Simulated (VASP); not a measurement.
# Be27HO in VASP: single point with PBE

Aim: the single point of Be27HO with PBE.

Program: VASP 6.6.1. These are calculated values, not measurements. Logs are shortened: lines on timing, memory, paths and dates and some standing lists are left out, and cuts for length are marked.

## (1) The cell of the first run

The cell holds a slab with vacuum, 29 atoms: a = 6.870 Å, b = 6.870 Å, c = 16.588 Å, α = 90.00°, β = 90.00°, γ = 60.00°.

## (2) Single point, PBE

INCAR reads:

```
PREC = Accurate
ENCUT = 520
EDIFF = 1E-6
ISMEAR = -1
SIGMA = 0.15
LREAL = Auto
LASPH = T
NELM = 60
ALGO = Normal
ISIF = 2
LWAVE = F
LCHARG = T
GGA = PE
LELF = T
LVHAR = T
NBANDS = 50
```

KPOINTS reads:

```
regular mesh
0
Gamma
  2 2 1
```

POSCAR reads:

```
Be27HO
1.0
    6.8700000000      0.0000000000      0.0000000000
    3.4350000000      5.9495950000      0.0000000000
    0.0000000000      0.0000000000     16.5884300000
Be O H
27 1 1
Direct
    0.0000000000      0.0000000000      0.0602829804
    0.3333333333      0.0000000000      0.0602829804
    0.6666666667      0.0000000000      0.0602829804
   -0.0000001401      0.3333336135      0.0602829804
    0.3333331933      0.3333336135      0.0602829804
    0.6666665266      0.3333336135      0.0602829804
   -0.0000002801      0.6666672269      0.0602829804
    0.3333330532      0.6666672269      0.0602829804
    0.6666663865      0.6666672269      0.0602829804
   -0.1128718175      0.2234437806      0.1805535545
    0.2230105146      0.2218974569      0.1802159698
    0.5533186369      0.2258809213      0.1852315138
   -0.1093245824      0.5547772579      0.1776177734
    0.2250562258      0.5532645499      0.1858222870
    0.5555857487      0.5550293759      0.1850808063
   -0.1100836083      0.8889008411      0.1791549894
    0.2235401240      0.8878251377      0.1802340547
    0.5541336999      0.8904807806      0.1774489810
   -0.0018239222     -0.0031934947      0.2915345214
    0.3386739135     -0.0005210439      0.2931983316
    0.6672982117     -0.0031262632      0.2913597007
    0.0006945198      0.3381742791      0.2926859263
    0.3245286101      0.3268962005      0.2981113945
    0.6771062793      0.3250305273      0.3177033631
   -0.0027264833      0.6674908124      0.2918540211
    0.3309860721      0.6669361528      0.3234905292
    0.6738031339      0.6747518108      0.2882430706
    0.5020929749      0.4729901783      0.3618666745
    0.4662277145      0.4193058519      0.4121667934
```

Potentials or basis: VASP PAW PBE potentials, release 64 (Be, O, H).

Launch:

```console
$ cat potpaw_PBE.64/Be/POTCAR potpaw_PBE.64/O/POTCAR potpaw_PBE.64/H/POTCAR > POTCAR
$ mpirun -np 1 vasp_std > vasp.out
```

OUTCAR:

```text
PREC = Accurate
   ENCUT = 520
   EDIFF = 1E-6
   ISMEAR = -1
   LREAL = Auto
   LASPH = T
   NELM = 60
   ISIF = 2
   GGA = PE

 ion  position               nearest neighbor table
   1  0.000  0.000  0.060-   7 2.29   8 2.29   2 2.29   3 2.29   4 2.29   6 2.29  16 2.37
   2  0.333  0.000  0.060-   8 2.29   9 2.29   1 2.29   3 2.29   4 2.29   5 2.29  18 2.35  11 2.39

   3  0.667  0.000  0.060-   7 2.29   9 2.29   1 2.29   2 2.29   6 2.29   5 2.29  18 2.35  16 2.38

   4  1.000  0.333  0.060-   6 2.29   5 2.29   7 2.29   9 2.29   2 2.29   1 2.29  13 2.35
   5  0.333  0.333  0.060-   6 2.29   4 2.29   8 2.29   7 2.29   3 2.29   2 2.29  11 2.39
   6  0.667  0.333  0.060-   5 2.29   4 2.29   9 2.29   8 2.29   3 2.29   1 2.29  10 2.39
   7  1.000  0.667  0.060-   1 2.29   3 2.29   8 2.29   9 2.29   5 2.29   4 2.29  13 2.35  16 2.37
[... 15 lines left out ...]
  16  0.890  0.889  0.179-  19 2.26  21 2.28  25 2.29  17 2.29  10 2.29  13 2.29  18 2.30  14 2.31
                            12 2.32   1 2.37   7 2.37   3 2.38
  17  0.224  0.888  0.180-  18 2.28  19 2.28  15 2.29  16 2.29  11 2.29  14 2.30  10 2.31  20 2.31
                             8 2.39
  18  0.554  0.890  0.177-  27 2.24  11 2.28  17 2.28  21 2.30  16 2.30  15 2.30  12 2.31  20 2.31
                            13 2.31   2 2.35   3 2.35   9 2.36
  19  0.998  0.997  0.292-  16 2.26  25 2.27  24 2.27  21 2.27  17 2.28  10 2.28  26 2.34  20 2.35
                            22 2.35
  20  0.339  0.999  0.293-  23 2.20  21 2.25  27 2.27  11 2.29  18 2.31  17 2.31  22 2.32  19 2.35
                            26 2.37
  21  0.667  0.997  0.291-  27 2.19  12 2.23  20 2.25  25 2.26  19 2.27  16 2.28  18 2.30  23 2.31
                            24 2.33
  22  0.001  0.338  0.293-  23 2.19  25 2.25  27 2.28  11 2.29  13 2.30  10 2.30  24 2.31  20 2.32
                            19 2.35
  23  0.325  0.327  0.298-  22 2.19  20 2.20  25 2.30  14 2.30  11 2.31  21 2.31  12 2.32
  24  0.677  0.325  0.318-  28 1.34  19 2.27  22 2.31  21 2.33  26 2.37
  25  0.997  0.667  0.292-  27 2.20  14 2.22  22 2.25  21 2.26  19 2.27  16 2.29  23 2.30  13 2.30
                            26 2.35
  26  0.331  0.667  0.323-  28 1.41  19 2.34  25 2.35  20 2.37  24 2.37
  27  0.674  0.675  0.288-  21 2.19  25 2.20  15 2.22  18 2.24  13 2.24  20 2.27  22 2.28
  28  0.502  0.473  0.362-  29 0.99  24 1.34  26 1.41
  29  0.466  0.419  0.412-  28 0.99

  LATTYP: Found a hexagonal cell.
 ALAT       =     6.8700004122
 C/A-ratio  =     2.4146184868

  Lattice vectors:

 A1 = (  -3.4350000000,  -5.9495950000,   0.0000000000)
 A2 = (   6.8700000000,   0.0000000000,   0.0000000000)
 A3 = (   0.0000000000,   0.0000000000,  16.5884300000)

Analysis of symmetry for initial positions (statically):
=====================================================================
 Subroutine PRICEL returns:
 Original cell was already a primitive cell.

 Routine SETGRP: Setting up the symmetry group for a
 hexagonal supercell.

 Subroutine GETGRP returns: Found  1 space group operations
 (whereof  1 operations were pure point group operations)
 out of a pool of 24 trial point group operations.

The static configuration has the point symmetry C_1 .

Analysis of symmetry for dynamics (positions and initial velocities):
=====================================================================
 Subroutine PRICEL returns:
 Original cell was already a primitive cell.

 Routine SETGRP: Setting up the symmetry group for a
 hexagonal supercell.

 Subroutine GETGRP returns: Found  1 space group operations
 (whereof  1 operations were pure point group operations)
 out of a pool of 24 trial point group operations.

The dynamic configuration has the point symmetry C_1 .

 Subroutine INISYM returns: Found  1 space group operations
 (whereof  1 operations are pure point group operations),
 and found     1 'primitive' translations

----------------------------------------------------------------------------------------

                                     Primitive cell

  volume of cell :     678.0308

  direct lattice vectors                    reciprocal lattice vectors
     6.870000000  0.000000000  0.000000000     0.145560408 -0.084039334  0.000000000
     3.435000000  5.949595000  0.000000000     0.000000000  0.168078668  0.000000000
     0.000000000  0.000000000 16.588430000     0.000000000  0.000000000  0.060282980

  length of vectors
     6.870000000  6.870000412 16.588430000     0.168078678  0.168078668  0.060282980

  position of ions in fractional coordinates (direct lattice)
     0.000000000  0.000000000  0.060282980
     0.333333333  0.000000000  0.060282980
     0.666666667  0.000000000  0.060282980
     0.999999860  0.333333614  0.060282980
     0.333333193  0.333333614  0.060282980
     0.666666527  0.333333614  0.060282980
[... 21 lines left out ...]
     0.502092975  0.472990178  0.361866674
     0.466227715  0.419305852  0.412166793

  ion indices of the primitive-cell ions
   primitive index   ion index
                 1           1
                 2           2
                 3           3
                 4           4
                 5           5
                 6           6
[... 21 lines left out ...]
                28          28
                29          29

----------------------------------------------------------------------------------------

 KPOINTS: regular mesh

Automatic generation of k-mesh.
 Grid dimensions read from file:
 generate k-points for:    2    2    1

 Generating k-lattice:

  Cartesian coordinates                     Fractional coordinates (reciprocal lattice)
     0.072780204 -0.042019667  0.000000000     0.500000000 -0.000000000  0.000000000
     0.000000000  0.084039334  0.000000000     0.000000000  0.500000000  0.000000000
     0.000000000  0.000000000  0.060282980     0.000000000  0.000000000  1.000000000

  Length of vectors
     0.084039339  0.084039334  0.060282980

  Shift w.r.t. Gamma in fractional coordinates (k-lattice)
     0.000000000  0.000000000  0.000000000

 Subroutine IBZKPT returns following result:
 ===========================================

 Found      4 irreducible k-points:

 Following reciprocal coordinates:
            Coordinates               Weight
  0.000000  0.000000  0.000000      1.000000
  0.500000 -0.000000  0.000000      1.000000
  0.500000  0.500000  0.000000      1.000000
  0.000000  0.500000  0.000000      1.000000
   k-points           NKPTS =      4   k-points in BZ     NKDIM =      4   number of bands    NBANDS=     50
   number of dos      NEDOS =    301   number of ions     NIONS =     29
   total plane-waves  NPLWV = 367416
   dimension x,y,z NGX =    54 NGY =   54 NGZ =  126
   dimension x,y,z NGXF=   108 NGYF=  108 NGZF=  252
   ions per type =              27   1   1
   NGX,Y,Z   is equivalent  to a cutoff of  13.07, 13.07, 12.63 a.u.
   NGXF,Y,Z  is equivalent  to a cutoff of  26.13, 26.13, 25.25 a.u.
 SYSTEM =  unknown system
   PREC   = accura    normal or accurate (medium, high low for compatibility)
   ISTART =      0    job   : 0-new  1-cont  2-samecut
   ICHARG =      2    charge: 1-file 2-atom 10-const
   ISPIN  =      1    spin polarized calculation?
   LNONCOLLINEAR =      F non collinear calculations
   LSORBIT =      F    spin-orbit coupling
   LASPH  =      T    aspherical Exc in radial PAW
   ENCUT  =  520.0 eV  38.22 Ry    6.18 a.u.  12.77 12.77 30.84*2*pi/ulx,y,z
   NELM   =     60;   NELMIN=  2; NELMDL= -5     # of ELM steps
   EDIFF  = 0.1E-05   stopping-criterion for ELM
   LREAL  =      T    real-space projection
   EDIFFG = 0.1E-04   stopping-criterion for IOM
   NSW    =      0    number of steps for IOM
   IBRION =     -1    ionic relax: 0-MD 1-quasi-New 2-CG
   NFREE  =      0    steps in history (QN), initial steepest desc. (CG)
   ISIF   =      2    stress and relaxation
   ISYM   =      2    0-nonsym 1-usesym 2-fastsym
   POTIM  = 0.5000    time-step for ionic-motion
   TEBEG  =    0.0;   TEEND  =   0.0 temperature during run
   PSTRESS=    0.0 pullay stress
   NELECT =      61.0000    total number of electrons
   NUPDOWN=      -1.0000    fix difference up-down
   EMIN   =  10.00;   EMAX   =-10.00  energy-range for DOS
   EFERMI =   0.00;   METHOD = LEGACY
   ISMEAR =    -1;   SIGMA  =   0.15  broadening in eV -4-tet -1-fermi 0-gaus
   EFERMI_NEDOS =   21; number of points for ismear=-14 and -15
   IALGO  =     38    algorithm
   IMIX   =      4    mixing-type and parameters
     AMIX     =   0.40;   BMIX     =  1.00
     AMIX_MAG =   1.60;   BMIX_MAG =  1.00
  volume/ion in A,a.u.               =      23.38       157.78
  Fermi-wavevector in a.u.,A,eV,Ry     =   0.733559  1.386225  7.321412  0.538109
  Thomas-Fermi vector in A             =   1.826297
   LORBIT       =      0    0 simple, 1 ext, 2 COOP (PROOUT), +10 PAW based schemes
   GGA     = PE    functional components
   LHFCALC =     F    Hartree Fock is set to
   AEXX    =    0.0000 exact exchange contribution
   IVDW    =     0    specifies the selected vdW correction
   LEPSILON=     F    determine dielectric tensor
   LRPA    =     F    only Hartree local field effects (RPA)
 non-spin polarized calculation
  energy-cutoff  :      520.00
  volume of cell :      678.03
 maximum number of plane-waves:     18266
 NGX is ok and might be reduce to    54
   NGX = 25   NGY = 25   NGZ = 61

 number of electron      61.0000000 magnetization

 Free energy of the ion-electron system (eV)
  ---------------------------------------------------
  ext. energy  EPLUGINS =         0.00000000
  ---------------------------------------------------
  free energy    TOTEN  =      -102.13295671 eV

  energy without entropy =     -101.48908034  energy(sigma->0) =     -101.81101852

 E-fermi :  -0.5748     XC(G=0):  -4.8837

 val. band max:       -0.6076991221   @ k =   0.5000   0.5000   0.0000
 cond. band min:      -0.5101962490   @ k =   0.0000   0.0000   0.0000
 fundamental gap:      0.0975028732
 Fermi energy:        -0.5748290841

 k-point     1 :       0.0000    0.0000    0.0000
  band No.  band energies     occupation
      1     -24.5529      2.00000
      2     -12.3140      2.00000
      3     -10.0051      2.00000
      4      -9.8130      2.00000
      5      -8.6790      2.00000
      6      -7.9755      2.00000
[... 169 lines left out ...]
     41       2.8990      0.00000
     42       2.9618      0.00000
 [bands above 42 left out]

------------------------ aborting loop because EDIFF is reached ----------------------------------------

  FORCE on cell =-STRESS in cart. coord.  units (eV):
  Direction    XX          YY          ZZ          XY          YZ          ZX
  --------------------------------------------------------------------------------------
  -------------------------------------------------------------------------------------
  Total      -16.5826932    -12.9947230     -3.1759907     -4.0070990      1.6209247     -1.8948271
  in kB      -39.1846726    -30.7063491     -7.5048217     -9.4687190      3.8302225     -4.4774499
  external PRESSURE =     -25.7986145 kB  Pullay stress =       0.0000000 kB

 VOLUME and BASIS-vectors are now :
 -----------------------------------------------------------------------------
  energy-cutoff  :      520.00
  volume of cell :      678.03
      direct lattice vectors                 reciprocal lattice vectors
     6.870000000  0.000000000  0.000000000     0.145560408 -0.084039334  0.000000000
     3.435000000  5.949595000  0.000000000     0.000000000  0.168078668  0.000000000
     0.000000000  0.000000000 16.588430000     0.000000000  0.000000000  0.060282980

 POSITION                                       TOTAL-FORCE (eV/Angst)
 -----------------------------------------------------------------------------------
      0.00000      0.00000      1.00000         0.008056      0.020312      0.048750
      2.29000      0.00000      1.00000        -0.039207      0.055948      0.216658
      4.58000      0.00000      1.00000         0.047532      0.016041      0.305092
      8.01500      1.98320      1.00000         0.017572     -0.073125      0.204229
      3.43500      1.98320      1.00000        -0.075988     -0.031092      0.373638
      5.72500      1.98320      1.00000         0.037200     -0.079314      0.513639
[... 21 lines left out ...]
      5.07410      2.81410      6.00280        -2.724872      0.971945      7.811157
      4.64330      2.49470      6.83720         0.205628      0.193815     -0.097181
 -----------------------------------------------------------------------------------
    total drift:                               -0.001413     -0.001946      0.000122

  FREE ENERGIE OF THE ION-ELECTRON SYSTEM (eV)
  ---------------------------------------------------
  free  energy   TOTEN  =      -102.1329567079 eV

  energy  without entropy=     -101.4890803390  energy(sigma->0) =     -101.81101852
```

Run time: 3.5 min. Hardware: 1 thread of Intel Xeon 6975P-C (Granite Rapids), shared host; peak memory 0.75 GiB.

Results:

* Free energy: -102.1330 eV
* Largest force: 8.330 eV/Å
* Band gap on the k mesh: zero (an odd number of electrons rules out a gap without spin polarisation)

Forces in eV/Å, atoms in the order of the input:
```
Be   0.008  0.020  0.049
Be  -0.039  0.056  0.217
Be   0.048  0.016  0.305
Be   0.018 -0.073  0.204
Be  -0.076 -0.031  0.374
Be   0.037 -0.079  0.514
Be   0.056  0.026  0.303
Be  -0.063  0.052  0.531
Be   0.079  0.045  0.374
Be  -0.168  0.051 -0.096
Be   0.021 -0.016 -0.072
Be   0.038  0.169 -0.258
Be  -0.129 -0.116 -0.138
Be   0.159 -0.064 -0.270
Be   0.091  0.026 -0.484
Be   0.052  0.015  0.026
Be  -0.018 -0.124 -0.107
Be  -0.192 -0.063 -0.170
Be  -0.027 -0.097  0.222
Be  -0.078 -0.062 -0.039
Be   0.113 -0.055  0.002
Be  -0.031 -0.090 -0.098
Be  -0.259 -0.169 -0.995
Be   3.978 -4.870 -4.861
Be   0.127  0.035  0.115
Be  -1.616  4.001 -3.031
Be   0.390  0.230 -0.330
O   -2.725  0.972  7.811
H    0.206  0.194 -0.097
```

Caveat: the k points lie up to 0.53 Å⁻¹ apart, too coarse for converged energies and pressures of a metal; an odd number of electrons without spin polarisation forces a metal; a magnetic or distorted state may lie lower.
